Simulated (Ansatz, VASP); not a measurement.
**Zn in VASP and in Ansatz**

The input INCAR:

```
SYSTEM = Zn
  PREC = Accurate
  ENCUT = 520
  EDIFF = 1E-6
  ISMEAR = -1
  SIGMA = 0.1
  LREAL = .False.
  LASPH = .True.
  NELM = 100
  ALGO = Normal
  ISIF = 2
  LWAVE = .False.
  LCHARG = .True.
  GGA = B5
  ALDAX = 1.0
  AGGAX = 1.0
  AGGAC = 1.0
  ALDAC = 0.0
  LELF = .True.
  LVHAR = .True.
  NBANDS = 12
```

File KPOINTS:

```
regular mesh
0
Gamma
  13 13 13
  0 0 0
```

File POSCAR:

```
Zn
1.0
    2.8325980195      0.0000000000      0.0000000000
    0.0000000000      2.8325980195      0.0000000000
    0.0000000000      0.0000000000      2.8325980195
Zn
1
Direct
    0.0000000000      0.0000000000      0.0000000000
```

Input for Ansatz:

```yaml
crystal:
  lattice:
    - [2.8325980195, 0.0, 0.0]
    - [0.0, 2.8325980195, 0.0]
    - [0.0, 0.0, 2.8325980195]
  atoms:
    - { symbol: Zn, position: [0.0, 0.0, 0.0] }
hamiltonian:
  xc: blyp
  pseudopotentials:
    kind: paw
    azcp:
      Zn: "pseudopotentials/Zn.paw.azcp"
basis:
  ecutwfc: 420
  fft_grid_basis: typed
kpoints:
  mp_grid: { grid: [13, 13, 13], shift: [0, 0, 0] }
magnetization:
  spin_polarized: false
scf:
  occupations: { method: fermi_dirac, width: 0.1 }
  lower_state_search: "off"
output:
  stress: true
```

Alike in both runs: task single point; functional BLYP; k mesh 13 × 13 × 13; occupations fermi-dirac, width 0.1 eV; no spin polarisation.

|  | VASP | Ansatz |
| --- | --- | --- |
| version | VASP 6.6.1 | Ansatz 0.2.0 |
| potentials or method | VASP PAW PBE potentials, release 64 (Zn), cutoff 520 eV | plane waves (420 eV) with PAW, scalar-relativistic |
| valence electrons in the cell | 12 | 12 |

VASP gave:

```
pressure (GPa) : -2.3
```

Question: Estimate Ansatz's values.

Answer: Pressure (GPa): -2.4.

VASP's potentials were made for PBE, not for BLYP.
